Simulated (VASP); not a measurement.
# MgO (Fm-3m) in VASP: single point with LDA

Aim: the single point of MgO with LDA.

Everything below comes from runs of VASP 6.6.1. Logs are shortened: lines on timing, memory, paths and dates and some standing lists are left out, and cuts for length are marked.

### Step 1. The cell of the first run

It takes space group Fm-3m (No. 225, cubic). The conventional cell has a = 4.161 Å, b = 4.161 Å, c = 4.161 Å, α = 90.00°, β = 90.00°, γ = 90.00°. Mg (site symmetry m-3m) has 6 O at 2.08 Å within 2.8 Å. Within 2.8 Å of O (site symmetry m-3m) lie 6 Mg at 2.08 Å.

### Step 2. Single point, LDA

Input file INCAR:

```
SYSTEM = MgO
PREC     = Accurate       ! precision mode
ENCUT    = 840            ! plane-wave cutoff, eV
EDIFF    = 1E-6           ! SCF threshold, eV
ISMEAR   = 0              ! smearing method
SIGMA    = 0.02           ! smearing width, eV
LREAL    = .FALSE.        ! projectors in reciprocal space
LASPH    = .TRUE.         ! aspherical terms in the spheres
NELM     = 120            ! most SCF steps
ALGO     = Normal         ! electronic algorithm
ISIF     = 2              ! what is computed and relaxed
LWAVE    = .FALSE.        ! write WAVECAR
LCHARG   = .FALSE.        ! write CHGCAR
NBANDS   = 15             ! bands
GGA_COMPAT= .FALSE.
```

Input file KPOINTS:

```
regular mesh
0
G
  10 10 10
  0 0 0
```

Input file POSCAR:

```
MgO
1.0
    0.0000000000      2.0803236700      2.0803236700
    2.0803236700      0.0000000000      2.0803236700
    2.0803236700      2.0803236700      0.0000000000
Mg O
1 1
Direct
    0.0000000000      0.0000000000      0.0000000000
    0.5000000000      0.5000000000      0.5000000000
```

Potentials or basis: VASP PAW LDA potentials, release 64 (Mg_sv, O).

Launch:

```sh
cat potpaw_LDA.64/Mg_sv/POTCAR potpaw_LDA.64/O/POTCAR > POTCAR
mpirun -np 1 vasp_std > vasp.out
```

OUTCAR:

```text
SYSTEM = MgO
   PREC = Accurate
   ENCUT = 840
   EDIFF = 1E-6
   ISMEAR = 0
   LREAL = .FALSE.
   LASPH = .TRUE.
   NELM = 120
   ISIF = 2

 ion  position               nearest neighbor table
   1  0.000  0.000  0.000-   2 2.08   2 2.08   2 2.08   2 2.08   2 2.08   2 2.08
   2  0.500  0.500  0.500-   1 2.08   1 2.08   1 2.08   1 2.08   1 2.08   1 2.08

  LATTYP: Found a face centered cubic cell.
 ALAT       =     4.1606473400

  Lattice vectors:

 A1 = (   0.0000000000,   2.0803236700,   2.0803236700)
 A2 = (   2.0803236700,   0.0000000000,   2.0803236700)
 A3 = (   2.0803236700,   2.0803236700,   0.0000000000)

Analysis of symmetry for initial positions (statically):
=====================================================================
 Subroutine PRICEL returns:
 Original cell was already a primitive cell.

 Routine SETGRP: Setting up the symmetry group for a
 face centered cubic supercell.

 Subroutine GETGRP returns: Found 48 space group operations
 (whereof 48 operations were pure point group operations)
 out of a pool of 48 trial point group operations.

The static configuration has the point symmetry O_h .

Analysis of symmetry for dynamics (positions and initial velocities):
=====================================================================
 Subroutine PRICEL returns:
 Original cell was already a primitive cell.

 Routine SETGRP: Setting up the symmetry group for a
 face centered cubic supercell.

 Subroutine GETGRP returns: Found 48 space group operations
 (whereof 48 operations were pure point group operations)
 out of a pool of 48 trial point group operations.

The dynamic configuration has the point symmetry O_h .

 Subroutine INISYM returns: Found 48 space group operations
 (whereof 48 operations are pure point group operations),
 and found     1 'primitive' translations

----------------------------------------------------------------------------------------

                                     Primitive cell

  volume of cell :      18.0062

  direct lattice vectors                    reciprocal lattice vectors
     0.000000000  2.080323670  2.080323670    -0.240347215  0.240347215  0.240347215
     2.080323670  0.000000000  2.080323670     0.240347215 -0.240347215  0.240347215
     2.080323670  2.080323670  0.000000000     0.240347215  0.240347215 -0.240347215

  length of vectors
     2.942021948  2.942021948  2.942021948     0.416293588  0.416293588  0.416293588

  position of ions in fractional coordinates (direct lattice)
     0.000000000  0.000000000  0.000000000
     0.500000000  0.500000000  0.500000000

  ion indices of the primitive-cell ions
   primitive index   ion index
                 1           1
                 2           2

----------------------------------------------------------------------------------------

 KPOINTS: regular mesh

Automatic generation of k-mesh.
 Grid dimensions read from file:
 generate k-points for:   10   10   10

 Generating k-lattice:

  Cartesian coordinates                     Fractional coordinates (reciprocal lattice)
    -0.024034721  0.024034721  0.024034721     0.100000000  0.000000000  0.000000000
     0.024034721 -0.024034721  0.024034721     0.000000000  0.100000000  0.000000000
     0.024034721  0.024034721 -0.024034721     0.000000000  0.000000000  0.100000000

  Length of vectors
     0.041629359  0.041629359  0.041629359

  Shift w.r.t. Gamma in fractional coordinates (k-lattice)
     0.000000000  0.000000000  0.000000000

 Subroutine IBZKPT returns following result:
 ===========================================

 Found     47 irreducible k-points:

 Following reciprocal coordinates:
            Coordinates               Weight
  0.000000  0.000000  0.000000      1.000000
  0.100000  0.000000  0.000000      8.000000
  0.200000  0.000000  0.000000      8.000000
  0.300000  0.000000  0.000000      8.000000
  0.400000  0.000000  0.000000      8.000000
  0.500000  0.000000  0.000000      4.000000
[... 16 lines left out ...]
  0.300000  0.300000  0.000000      6.000000
  0.400000  0.300000  0.000000     24.000000
 [... further k-points ...]
   k-points           NKPTS =     47   k-points in BZ     NKDIM =     47   number of bands    NBANDS=     15
   number of dos      NEDOS =    301   number of ions     NIONS =      2
   total plane-waves  NPLWV =  21952
   dimension x,y,z NGX =    28 NGY =   28 NGZ =   28
   dimension x,y,z NGXF=    56 NGYF=   56 NGZF=   56
   ions per type =               1   1
   NGX,Y,Z   is equivalent  to a cutoff of  15.82, 15.82, 15.82 a.u.
   NGXF,Y,Z  is equivalent  to a cutoff of  31.64, 31.64, 31.64 a.u.
 SYSTEM =  MgO
   PREC   = accura    normal or accurate (medium, high low for compatibility)
   ISTART =      0    job   : 0-new  1-cont  2-samecut
   ICHARG =      2    charge: 1-file 2-atom 10-const
   ISPIN  =      1    spin polarized calculation?
   LNONCOLLINEAR =      F non collinear calculations
   LSORBIT =      F    spin-orbit coupling
   LASPH  =      T    aspherical Exc in radial PAW
   ENCUT  =  840.0 eV  61.74 Ry    7.86 a.u.   6.95  6.95  6.95*2*pi/ulx,y,z
   NELM   =    120;   NELMIN=  2; NELMDL= -5     # of ELM steps
   EDIFF  = 0.1E-05   stopping-criterion for ELM
   LREAL  =      F    real-space projection
   EDIFFG = 0.1E-04   stopping-criterion for IOM
   NSW    =      0    number of steps for IOM
   IBRION =     -1    ionic relax: 0-MD 1-quasi-New 2-CG
   NFREE  =      0    steps in history (QN), initial steepest desc. (CG)
   ISIF   =      2    stress and relaxation
   ISYM   =      2    0-nonsym 1-usesym 2-fastsym
   POTIM  = 0.5000    time-step for ionic-motion
   TEBEG  =    0.0;   TEEND  =   0.0 temperature during run
   PSTRESS=    0.0 pullay stress
   NELECT =      16.0000    total number of electrons
   NUPDOWN=      -1.0000    fix difference up-down
   EMIN   =  10.00;   EMAX   =-10.00  energy-range for DOS
   EFERMI =   0.00;   METHOD = LEGACY
   ISMEAR =     0;   SIGMA  =   0.02  broadening in eV -4-tet -1-fermi 0-gaus
   EFERMI_NEDOS =   21; number of points for ismear=-14 and -15
   IALGO  =     38    algorithm
   IMIX   =      4    mixing-type and parameters
     AMIX     =   0.40;   BMIX     =  1.00
     AMIX_MAG =   1.60;   BMIX_MAG =  1.00
  volume/ion in A,a.u.               =       9.00        60.76
  Fermi-wavevector in a.u.,A,eV,Ry     =   1.573888  2.974218 33.703325  2.477124
  Thomas-Fermi vector in A             =   2.675105
   LORBIT       =      0    0 simple, 1 ext, 2 COOP (PROOUT), +10 PAW based schemes
   GGA     = CA    functional components
   LHFCALC =     F    Hartree Fock is set to
   AEXX    =    0.0000 exact exchange contribution
   IVDW    =     0    specifies the selected vdW correction
   LEPSILON=     F    determine dielectric tensor
   LRPA    =     F    only Hartree local field effects (RPA)
 non-spin polarized calculation
 Gauss-broadening in eV      SIGMA  =   0.02
  energy-cutoff  :      840.00
  volume of cell :       18.01
 maximum number of plane-waves:      1010
   NGX = 13   NGY = 13   NGZ = 13

 number of electron      15.9999996 magnetization

 Free energy of the ion-electron system (eV)
  ---------------------------------------------------
  ext. energy  EPLUGINS =         0.00000000
  ---------------------------------------------------
  free energy    TOTEN  =       -13.23348797 eV

  energy without entropy =      -13.23348797  energy(sigma->0) =      -13.23348797

 E-fermi :   3.0538     XC(G=0): -12.1251

 val. band max:        2.8524293350   @ k =   0.0000   0.0000   0.0000
 cond. band min:       7.8868603740   @ k =   0.0000   0.0000   0.0000
 fundamental gap:      5.0344310390
 Fermi energy:         3.0538119582

 k-point     1 :       0.0000    0.0000    0.0000
  band No.  band energies     occupation
      1     -68.3653      2.00000
      2     -35.8218      2.00000
      3     -35.8218      2.00000
      4     -35.8218      2.00000
      5     -14.3277      2.00000
      6       2.8524      2.00000
      7       2.8524      2.00000
      8       2.8524      2.00000
      9       7.8869      0.00000
     10      18.5824      0.00000
     11      18.5824      0.00000
     12      18.5824      0.00000
     13      22.7082      0.00000
     14      24.3869      0.00000
     15      24.3869      0.00000

 k-point     2 :       0.1000    0.0000    0.0000
  band No.  band energies     occupation
      1     -68.3642      2.00000
      2     -35.8321      2.00000
      3     -35.8228      2.00000
      4     -35.8228      2.00000
      5     -14.2072      2.00000
      6       2.1872      2.00000
      7       2.7786      2.00000
      8       2.7786      2.00000
      9       8.5050      0.00000
     10      17.3477      0.00000
     11      18.8359      0.00000
     12      18.8359      0.00000
     13      23.6949      0.00000
     14      23.6949      0.00000
     15      24.4003      0.00000

 k-point     3 :       0.2000    0.0000    0.0000
  band No.  band energies     occupation
      1     -68.3615      2.00000
      2     -35.8588      2.00000
      3     -35.8255      2.00000
      4     -35.8255      2.00000
      5     -13.8746      2.00000
      6       0.8143      2.00000
      7       2.5917      2.00000
      8       2.5917      2.00000
      9       9.6738      0.00000
     10      15.8672      0.00000
     11      19.3624      0.00000
     12      19.3624      0.00000
     13      23.0106      0.00000
     14      23.0106      0.00000
     15      25.4152      0.00000
[... 343 lines left out ...]
 k-point    23 :       0.3000    0.3000    0.0000
  band No.  band energies     occupation
      1     -68.3557      2.00000
      2     -35.8833      2.00000
      3     -35.8448      2.00000
      4     -35.8448      2.00000
      5     -13.2135      2.00000
      6      -0.4290      2.00000
      7       1.8638      2.00000
      8       1.8638      2.00000
      9      11.9656      0.00000
     10      13.1263      0.00000
     11      17.4046      0.00000
     12      20.9355      0.00000
     13      20.9355      0.00000
     14      27.0987      0.00000
     15      30.6851      0.00000

 k-point    24 :       0.4000    0.3000    0.0000
  band No.  band energies     occupation
      1     -68.3534      2.00000
      2     -35.8962      2.00000
      3     -35.8515      2.00000
      4     -35.8485      2.00000
      5     -12.9369      2.00000
      6      -0.8815      2.00000
      7       1.4754      2.00000
      8       1.7086      2.00000
      9      12.5612      0.00000
     10      12.9908      0.00000
     11      16.5833      0.00000
     12      21.2046      0.00000
     13      21.4215      0.00000
     14      27.8666      0.00000
     15      30.2956      0.00000

 [... further k-points ...]
[... 5 lines left out ...]
  --------------------------------------------------------------------------------------
  -------------------------------------------------------------------------------------
  Total        0.0485854      0.0485854      0.0485854      0.0000000     -0.0000000     -0.0000000
  in kB        4.3230878      4.3230878      4.3230878      0.0000000     -0.0000000     -0.0000000
  external PRESSURE =       4.3230878 kB  Pullay stress =       0.0000000 kB

 VOLUME and BASIS-vectors are now :
 -----------------------------------------------------------------------------
  energy-cutoff  :      840.00
  volume of cell :       18.01
      direct lattice vectors                 reciprocal lattice vectors
     0.000000000  2.080323670  2.080323670    -0.240347215  0.240347215  0.240347215
     2.080323670  0.000000000  2.080323670     0.240347215 -0.240347215  0.240347215
     2.080323670  2.080323670  0.000000000     0.240347215  0.240347215 -0.240347215

 POSITION                                       TOTAL-FORCE (eV/Angst)
 -----------------------------------------------------------------------------------
      0.00000      0.00000      0.00000         0.000000      0.000000     -0.000000
      2.08032      2.08032      2.08032        -0.000000     -0.000000      0.000000
 -----------------------------------------------------------------------------------
    total drift:                                0.000000      0.000000      0.000000

  FREE ENERGIE OF THE ION-ELECTRON SYSTEM (eV)
  ---------------------------------------------------
  free  energy   TOTEN  =       -13.2334879674 eV

  energy  without entropy=      -13.2334879674  energy(sigma->0) =      -13.23348797
```

It took 22 s on 1 thread of Intel Xeon Platinum 8259CL at 2.50GHz (Skylake/Cascade Lake), shared host; peak memory 0.15 GiB.

Results:

```yaml
Free_energy: -13.2335 eV
Pressure: 0.4 GPa
Band_gap_on_the_k_mesh: 5.03 eV
```
